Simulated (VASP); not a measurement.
# Na4Bi in VASP: notebook

The runs below take Na4Bi through single point, with PBE.

Everything below comes from runs of VASP 6.6.1. Logs are shortened: lines on timing, memory, paths and dates and some standing lists are left out, and cuts for length are marked.

## (1) The cell of the first run

The typed cell holds 5 atoms: a = 6.404 Å, b = 6.404 Å, c = 6.404 Å, α = 109.47°, β = 109.47°, γ = 109.47°.

## (2) Single point, PBE

The input, INCAR:

```
SYSTEM = Na4Bi
ALGO = Normal ; EDIFF = 1E-7
ENCUT = 520 ; GGA = PE
ISIF = 2 ; ISMEAR = 0
LASPH = .True. ; LCHARG = .False.
LREAL = .False. ; LWAVE = .False.
NBANDS = 30 ; NELM = 60
PREC = Accurate ; SIGMA = 0.1
```

The input, KPOINTS:

```
k-points
0
Gamma
  4 4 4
  0 0 0
```

The input, POSCAR:

```
Na4Bi
1.0
   -3.6973929131      3.6973929131      3.6973929131
    3.6973929131     -3.6973929131      3.6973929131
    3.6973929131      3.6973929131     -3.6973929131
Na Bi
4 1
Direct
    0.4999777512      0.4999777512      0.4999777512
    0.5000222488      0.0000000000      0.0000000000
    0.0000000000      0.0000000000      0.5000222488
    0.0000000000      0.5000222488      0.0000000000
    0.0000000000      0.0000000000      0.0000000000
```

Potentials or basis: VASP PAW PBE potentials, release 64 (Na_pv, Bi_d).

Launch:

```console
$ cat potpaw_PBE.64/Na_pv/POTCAR potpaw_PBE.64/Bi_d/POTCAR > POTCAR
$ mpirun -np 1 vasp_std > vasp.out
```

OUTCAR:

```text
SYSTEM = Na4Bi
   EDIFF = 1E-7
   ENCUT = 520
   GGA = PE
   ISIF = 2
   ISMEAR = 0
   LASPH = .True.
   LREAL = .False.
   NELM = 60
   PREC = Accurate

 ion  position               nearest neighbor table
   1  0.500  0.500  0.500-   5 3.20   5 3.20
   2  0.500  0.000  0.000-   5 3.20   5 3.20
   3  0.000  0.000  0.500-   5 3.20   5 3.20
   4  0.000  0.500  0.000-   5 3.20   5 3.20
   5  0.000  0.000  0.000-   1 3.20   2 3.20   3 3.20   4 3.20   4 3.20   3 3.20   2 3.20   1 3.20

  LATTYP: Found a body centered cubic cell.
 ALAT       =     7.3947858262

  Lattice vectors:

 A1 = (  -3.6973929131,   3.6973929131,   3.6973929131)
 A2 = (   3.6973929131,  -3.6973929131,   3.6973929131)
 A3 = (   3.6973929131,   3.6973929131,  -3.6973929131)

Analysis of symmetry for initial positions (statically):
=====================================================================
 Subroutine PRICEL returns:
 Original cell was already a primitive cell.

 Routine SETGRP: Setting up the symmetry group for a
 body centered cubic supercell.

 Subroutine GETGRP returns: Found 24 space group operations
 (whereof 24 operations were pure point group operations)
 out of a pool of 48 trial point group operations.

The static configuration has the point symmetry T_d .

Analysis of symmetry for dynamics (positions and initial velocities):
=====================================================================
 Subroutine PRICEL returns:
 Original cell was already a primitive cell.

 Routine SETGRP: Setting up the symmetry group for a
 body centered cubic supercell.

 Subroutine GETGRP returns: Found 24 space group operations
 (whereof 24 operations were pure point group operations)
 out of a pool of 48 trial point group operations.

The dynamic configuration has the point symmetry T_d .

 Subroutine INISYM returns: Found 24 space group operations
 (whereof 24 operations are pure point group operations),
 and found     1 'primitive' translations

----------------------------------------------------------------------------------------

                                     Primitive cell

  volume of cell :     202.1840

  direct lattice vectors                    reciprocal lattice vectors
    -3.697392913  3.697392913  3.697392913     0.000000000  0.135230421  0.135230421
     3.697392913 -3.697392913  3.697392913     0.135230421  0.000000000  0.135230421
[... 73 lines left out ...]
   NELM   =     60;   NELMIN=  2; NELMDL= -5     # of ELM steps
   EDIFF  = 0.1E-06   stopping-criterion for ELM
   LREAL  =      F    real-space projection
   EDIFFG = 0.1E-05   stopping-criterion for IOM
   NSW    =      0    number of steps for IOM
   IBRION =     -1    ionic relax: 0-MD 1-quasi-New 2-CG
   NFREE  =      0    steps in history (QN), initial steepest desc. (CG)
   ISIF   =      2    stress and relaxation
   ISYM   =      2    0-nonsym 1-usesym 2-fastsym
   POTIM  = 0.5000    time-step for ionic-motion
   TEBEG  =    0.0;   TEEND  =   0.0 temperature during run
   PSTRESS=    0.0 pullay stress
   NELECT =      43.0000    total number of electrons
   NUPDOWN=      -1.0000    fix difference up-down
   EMIN   =  10.00;   EMAX   =-10.00  energy-range for DOS
   EFERMI =   0.00;   METHOD = LEGACY
   ISMEAR =     0;   SIGMA  =   0.10  broadening in eV -4-tet -1-fermi 0-gaus
   EFERMI_NEDOS =   21; number of points for ismear=-14 and -15
   IALGO  =     38    algorithm
   IMIX   =      4    mixing-type and parameters
     AMIX     =   0.40;   BMIX     =  1.00
     AMIX_MAG =   1.60;   BMIX_MAG =  1.00
  volume/ion in A,a.u.               =      40.44       272.88
  Fermi-wavevector in a.u.,A,eV,Ry     =   0.977197  1.846634 12.992389  0.954914
  Thomas-Fermi vector in A             =   2.107875
   LORBIT       =      0    0 simple, 1 ext, 2 COOP (PROOUT), +10 PAW based schemes
   GGA     = PE    functional components
   LHFCALC =     F    Hartree Fock is set to
   AEXX    =    0.0000 exact exchange contribution
   IVDW    =     0    specifies the selected vdW correction
   LEPSILON=     F    determine dielectric tensor
   LRPA    =     F    only Hartree local field effects (RPA)
 non-spin polarized calculation
 Gauss-broadening in eV      SIGMA  =   0.10
  energy-cutoff  :      520.00
  volume of cell :      202.18
 maximum number of plane-waves:      5594
   NGX = 23   NGY = 23   NGZ = 23

 number of electron      42.9999996 magnetization

 Free energy of the ion-electron system (eV)
  ---------------------------------------------------
  ext. energy  EPLUGINS =         0.00000000
  ---------------------------------------------------
  free energy    TOTEN  =       -10.08155843 eV

  energy without entropy =      -10.05668689  energy(sigma->0) =      -10.06912266

 E-fermi :   1.3290     XC(G=0):  -6.6043

 val. band max:        1.1783485180   @ k =   0.5000   0.5000   0.5000
 cond. band min:       1.3450507207   @ k =   0.2500   0.2500   0.0000
 fundamental gap:      0.1667022027
 Fermi energy:         1.3290377512

 k-point     1 :       0.0000    0.0000    0.0000
  band No.  band energies     occupation
      1     -23.9347      2.00000
      2     -23.9347      2.00000
      3     -23.9347      2.00000
      4     -23.9238      2.00000
      5     -23.9238      2.00000
      6     -23.9238      2.00000
[... 253 lines left out ...]
     29       5.5216      0.00000
     30       5.5216      0.00000

------------------------ aborting loop because EDIFF is reached ----------------------------------------

  FORCE on cell =-STRESS in cart. coord.  units (eV):
  Direction    XX          YY          ZZ          XY          YZ          ZX
  --------------------------------------------------------------------------------------
  -------------------------------------------------------------------------------------
  Total        0.0990844      0.0990844      0.0990844     -0.0000000      0.0000000      0.0000000
  in kB        0.7851800      0.7851800      0.7851800     -0.0000000      0.0000000      0.0000000
  external PRESSURE =       0.7851800 kB  Pullay stress =       0.0000000 kB

 VOLUME and BASIS-vectors are now :
 -----------------------------------------------------------------------------
  energy-cutoff  :      520.00
  volume of cell :      202.18
      direct lattice vectors                 reciprocal lattice vectors
    -3.697392913  3.697392913  3.697392913     0.000000000  0.135230421  0.135230421
     3.697392913 -3.697392913  3.697392913     0.135230421  0.000000000  0.135230421
     3.697392913  3.697392913 -3.697392913     0.135230421  0.135230421  0.000000000

 POSITION                                       TOTAL-FORCE (eV/Angst)
 -----------------------------------------------------------------------------------
      1.84861      1.84861      1.84861         0.000138      0.000138      0.000138
     -1.84878      1.84878      1.84878         0.000138     -0.000138     -0.000138
      1.84878      1.84878     -1.84878        -0.000138     -0.000138      0.000138
      1.84878     -1.84878      1.84878        -0.000138      0.000138     -0.000138
      0.00000      0.00000      0.00000         0.000000     -0.000000      0.000000
 -----------------------------------------------------------------------------------
    total drift:                               -0.000000     -0.000000     -0.000000

  FREE ENERGIE OF THE ION-ELECTRON SYSTEM (eV)
  ---------------------------------------------------
  free  energy   TOTEN  =       -10.0815584274 eV

  energy  without entropy=      -10.0566868921  energy(sigma->0) =      -10.06912266
```

OSZICAR:

```text
N       E                     dE             d eps       ncg     rms          rms(c)
DAV:   1     0.404528594937E+03    0.40453E+03   -0.21940E+04   496   0.141E+03
DAV:   2     0.203125193574E+02   -0.38422E+03   -0.37833E+03   480   0.411E+02
DAV:   3    -0.999567465823E+01   -0.30308E+02   -0.29979E+02   564   0.143E+02
DAV:   4    -0.109534514632E+02   -0.95778E+00   -0.95677E+00   536   0.245E+01
DAV:   5    -0.109962978942E+02   -0.42846E-01   -0.42846E-01   760   0.500E+00    0.288E+00
DAV:   6    -0.101983076171E+02    0.79799E+00   -0.15753E+00   546   0.470E+00    0.117E+00
DAV:   7    -0.100844035742E+02    0.11390E+00   -0.60586E-01   492   0.229E+00    0.563E-01
DAV:   8    -0.100862658398E+02   -0.18623E-02   -0.98974E-02   534   0.231E+00    0.222E-01
DAV:   9    -0.100914055031E+02   -0.51397E-02   -0.13904E-01   528   0.156E+00    0.294E-01
DAV:  10    -0.100814557901E+02    0.99497E-02   -0.58237E-02   534   0.856E-01    0.373E-02
DAV:  11    -0.100816408313E+02   -0.18504E-03   -0.21240E-03   544   0.182E-01    0.400E-02
DAV:  12    -0.100815675103E+02    0.73321E-04   -0.23681E-04   560   0.652E-02    0.110E-02
DAV:  13    -0.100815586629E+02    0.88474E-05   -0.42233E-05   544   0.314E-02    0.274E-03
DAV:  14    -0.100815585497E+02    0.11319E-06   -0.90846E-06   488   0.100E-02    0.157E-03
DAV:  15    -0.100815584020E+02    0.14769E-06   -0.10863E-06   464   0.508E-03    0.551E-04
DAV:  16    -0.100815584274E+02   -0.25376E-07   -0.44506E-08   294   0.121E-03
   1 F= -.10081558E+02 E0= -.10069123E+02  d E =-.248715E-01
```

It took 39 s on 1 thread of Intel Xeon 6975P-C (Granite Rapids), shared host; peak memory 0.32 GiB.

Results:

```
Free energy : -10.0816 eV
Pressure    : 0.1 GPa
```

Caveat: spin-orbit coupling is left out, which moves the levels of the heavy elements.

## (3) Single point, PBE

This run uses another cell than the first one, of 40.77 Å³/atom, 1.008 times its volume.

The input, INCAR:

```
ALGO     = Fast           # electronic algorithm
EDIFF    = 1E-7           # SCF threshold, eV
ENCUT    = 520            # plane-wave cutoff, eV
GGA      = PE             # functional
ISIF     = 2              # what is computed and relaxed
ISMEAR   = -1             # smearing method
LASPH    = T              # aspherical terms in the spheres
LCHARG   = F              # write CHGCAR
LREAL    = F              # projectors in reciprocal space
LWAVE    = F              # write WAVECAR
NBANDS   = 30             # bands
NELM     = 60             # most SCF steps
PREC     = Accurate       # precision mode
SIGMA    = 0.15           # smearing width, eV
```

The input, KPOINTS:

```
k-points
0
Gamma
  8 8 8
```

The input, POSCAR:

```
Na4Bi
1.0
   -3.7075346283      3.7075346283      3.7075346283
    3.7075346283     -3.7075346283      3.7075346283
    3.7075346283      3.7075346283     -3.7075346283
Na Bi
4 1
Direct
    0.5000000000      0.5000000000      0.5000000000
    0.5000000000      0.0000000000      0.0000000000
    0.0000000000      0.0000000000      0.5000000000
    0.0000000000      0.5000000000      0.0000000000
    0.0000000000      0.0000000000      0.0000000000
```

Potentials or basis: VASP PAW PBE potentials, release 64 (Na_pv, Bi_d).

Launch:

```console
$ cat potpaw_PBE.64/Na_pv/POTCAR potpaw_PBE.64/Bi_d/POTCAR > POTCAR
$ mpirun -np 1 vasp_std > vasp.out
```

It took 1.8 min on 1 thread of Intel Xeon 6975P-C (Granite Rapids), shared host; peak memory 0.41 GiB.

It converged, with:

```
Free energy : -10.1585 eV
Pressure    : 0.0 GPa
```

Levels at points of the mesh, in eV from the Fermi level:
| k point | band 17 | band 18 | band 19 | band 20 | band 21 | band 22 | band 23 | band 24 | band 25 | band 26 |
| --- | --- | --- | --- | --- | --- | --- | --- | --- | --- | --- |
| (0.00, 0.00, 0.00) | -22.14 | -10.30 | -1.71 | -1.41 | -1.41 | -1.41 | 2.40 | 2.40 | 2.40 | 2.54 |
| (0.50, 0.00, 0.00) | -22.14 | -10.25 | -2.69 | -1.74 | -1.47 | -0.40 | 1.14 | 1.55 | 2.20 | 2.70 |
| (0.50, 0.50, 0.50) | -22.14 | -10.21 | -2.18 | -2.18 | -2.18 | -0.04 | -0.04 | 2.66 | 2.66 | 2.66 |

Caveat: spin-orbit coupling is left out, which moves the levels of the heavy elements.
